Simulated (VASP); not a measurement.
Be12Cl: single point with PBE+D3(BJ)

Be12Cl, a slab with vacuum:

```xyz
13
Lattice="4.5800 0.0000 0.0000 2.2900 3.9664 0.0000 0.0000 0.0000 16.5884" Properties=species:S:1:pos:R:3 pbc="T T T"
Be    0.0000    0.0000    1.0000
Be    2.2900    0.0000    1.0000
Be    1.1450    1.9832    1.0000
Be    3.4350    1.9832    1.0000
Be    0.0069    1.3035    2.7491
Be    2.2824    1.3423    2.7626
Be    1.1484    3.2875    2.7960
Be    3.3989    3.2762    2.7624
Be    0.0173   -0.0029    4.6179
Be    2.2380    0.0057    4.3998
Be    1.1334    1.9297    4.6181
Be    3.4465    1.9513    4.4476
Cl   -0.5368   -1.0446    6.3593
```

```yaml
Program: VASP 6.6.1
Task: single point
Functional: PBE
Dispersion: D3(BJ)
Potentials_or_basis: VASP PAW PBE potentials, release 64 (Be, Cl)
Cutoff: 520 eV
k_mesh: 4 × 4 × 1
Occupations: fermi-dirac, width 0.1 eV
Spin: no spin polarisation
```

```json
{"Largest force": "0.154 eV/Å", "Band gap on the k mesh": "zero (an odd number of electrons rules out a gap without spin polarisation)", "Dispersion energy per atom": "-0.231 eV"}
```

Forces in eV/Å, atoms in the order of the input:
```
Be  -0.063 -0.138 -0.029
Be  -0.017 -0.031  0.042
Be   0.057  0.071 -0.023
Be  -0.033 -0.023 -0.009
Be   0.007  0.007  0.002
Be   0.004  0.010 -0.003
Be   0.006  0.009  0.000
Be   0.005  0.012 -0.003
Be   0.005  0.011  0.005
Be   0.010  0.013  0.011
Be   0.010  0.020  0.005
Be   0.008  0.015  0.006
Cl   0.000  0.023 -0.003
```

Levels at points of the mesh, in eV from the Fermi level:
```
           k point  band 12  band 13  band 14  band 15  band 16  band 17  band 18  band 19  band 20  band 21
(0.00, 0.00, 0.00)    -1.95    -1.76    -1.74    -1.71    -1.63    -0.06     2.82     2.84     3.08     4.12
(0.50, 0.00, 0.00)    -2.08    -1.24    -0.89     0.29     0.87     1.06     2.64     3.08     3.36     4.51
(0.50, 0.50, 0.00)    -1.95    -1.25    -0.94     0.40     0.82     1.15     2.20     3.21     3.31     4.54
(0.00, 0.50, 0.00)    -1.95    -1.25    -0.94     0.41     0.83     1.15     2.20     3.21     3.32     4.53
```

It took 4.8 min on 1 thread of Intel Xeon 8259CL, with other jobs on the host, peak memory 0.42 GiB.

Caveat: the k points lie up to 0.40 Å⁻¹ apart, too coarse for converged energies and pressures of a metal; there is no dipole correction, which matters where the two faces differ.
